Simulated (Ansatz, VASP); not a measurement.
PdPt2S6: VASP beside Ansatz

Contents of INCAR:

```
SYSTEM = PdPt2S6
PREC = Accurate
ENCUT = 600
EDIFF = 1E-7
ISMEAR = 0
SIGMA = 0.02
LREAL = .FALSE.
LASPH = .TRUE.
NELM = 80
ALGO = Normal
ISIF = 3
LWAVE = .FALSE.
LCHARG = .FALSE.
GGA = PE
IBRION = 2
NSW = 100
EDIFFG = -0.01
```

File KPOINTS:

```
regular mesh
0
G
  6 6 4
  0 0 0
```

The input POSCAR:

```
PdPt2S6
1.0
    6.1846192000      0.0000000000      0.0000000000
   -3.0923096000      5.3560373000      0.0000000000
    0.0000000000      0.0000000000      6.3169112000
Pd Pt S
1 2 6
Direct
    0.0000000000      0.0000000000      0.0000000000
    0.6666667000      0.3333333000      0.0000000000
    0.3333333000      0.6666667000      0.0000000000
    0.0000000000      0.3337650000      0.1949000000
    0.6662350000      0.6662350000      0.1949000000
    0.3337650000      0.0000000000      0.1949000000
    0.3337650000      0.3337650000      0.8051000000
    0.0000000000      0.6662350000      0.8051000000
    0.6662350000      0.0000000000      0.8051000000
```

Input for Ansatz:

```yaml
crystal:
  lattice:
    - [6.1846192, 0.0, 0.0]
    - [-3.0923096, 5.3560373, 0.0]
    - [0.0, 0.0, 6.3169112]
  atoms:
    - { symbol: Pd, position: [0.0, 0.0, 0.0] }
    - { symbol: Pt, position: [0.6666667, 0.3333333, 0.0] }
    - { symbol: Pt, position: [0.3333333, 0.6666667, 0.0] }
    - { symbol: S, position: [0.0, 0.333765, 0.1949] }
    - { symbol: S, position: [0.666235, 0.666235, 0.1949] }
    - { symbol: S, position: [0.333765, 0.0, 0.1949] }
    - { symbol: S, position: [0.333765, 0.333765, 0.8051] }
    - { symbol: S, position: [0.0, 0.666235, 0.8051] }
    - { symbol: S, position: [0.666235, 0.0, 0.8051] }
basis:
  ecutwfc: 420
kpoints:
  mp_grid: { grid: [6, 6, 4] }
hamiltonian:
  xc: pbe
scf:
  occupations: { method: gaussian, width: 0.02 }
output:
  forces: true
  stress: true
  eigenvalues: true
  write_density: true
  write_potential: true
  elf: true
  volumetric_format: npy
relax:
  adjacent_minimum: "off"
  f_tol: 0.01
  max_steps: 80
  cell: { stress_tol: 0.05 }
```

Alike in both runs: task relaxation of cell and atoms; functional PBE; k mesh 6 × 6 × 4; occupations gaussian, width 0.02 eV; no spin polarisation.

```csv
,VASP,Ansatz
version,VASP 6.6.1,Ansatz 0.2.0
potentials or method,"VASP PAW PBE potentials, release 64 (Pd, Pt, S), cutoff 600 eV","scalar-relativistic, plane waves, PAW"
valence electrons in the cell,66,90
```

```csv
,VASP,Ansatz,Ansatz less VASP
"gap on the k mesh at the Fermi level, each at its own relaxed structure (eV)",1.17,1.17,-0.005
relaxed volume (Å³/atom),23.19,23.25,+0.057
relaxed cell length with the largest relative difference (Å),6.179,6.185,+0.0060
```

VASP's potentials hold 66 valence electrons a cell and Ansatz's 90, so a difference there can come from the potentials and not from the codes.

Neither program's run includes spin-orbit coupling.
